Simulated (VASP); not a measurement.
A run of VASP 6.6.1:

Contents of INCAR:

```
SYSTEM = HfTe2W2
PREC     = Accurate       ! precision mode
ENCUT    = 600            ! plane-wave cutoff, eV
EDIFF    = 1E-6           ! SCF threshold, eV
ISMEAR   = 0              ! smearing method
SIGMA    = 0.1            ! smearing width, eV
LREAL    = .False.        ! projectors in reciprocal space
LASPH    = .True.         ! aspherical terms in the spheres
NELM     = 60             ! most SCF steps
ALGO     = Fast           ! electronic algorithm
ISIF     = 3              ! what is computed and relaxed
LWAVE    = .False.        ! write WAVECAR
LCHARG   = .False.        ! write CHGCAR
GGA      = PE             ! functional
IBRION   = 2              ! ionic algorithm
NSW      = 90             ! ionic steps
EDIFFG   = -0.04          ! ionic threshold
```

Contents of KPOINTS:

```
regular mesh
0
Gamma
  4 4 4
  0 0 0
```

Contents of POSCAR:

```
HfTe2W2
1.0
    4.6371394200      0.0000000000      0.0000000000
    0.0000000000      4.6371394200      0.0000000000
    0.0000000000      0.0000000000      6.2901430900
Hf Te W
1 2 2
Direct
    0.0000000000      0.0000000000      0.0000000000
    0.0000000000      0.5000000000      0.5000000000
    0.5000000000      0.0000000000      0.5000000000
    0.5000000000      0.5000000000      0.2399999900
    0.5000000000      0.5000000000      0.7600000100
```

Potentials or basis: VASP PAW PBE potentials, release 64 (Hf_pv, Te, W_sv).

The run is started by

```bash
$ cat potpaw_PBE.64/Hf_pv/POTCAR potpaw_PBE.64/Te/POTCAR potpaw_PBE.64/W_sv/POTCAR > POTCAR
$ mpirun -np 1 vasp_std > vasp.out
```

Hardware: 1 thread of Intel Xeon 8259CL, on a shared host.

How long does it take, and how much memory?

It took 32 min on 1 thread of Intel Xeon 8259CL, on a shared host, peak memory 0.36 GiB. Counts: scf iterations 188, k points 18, ion steps 15.
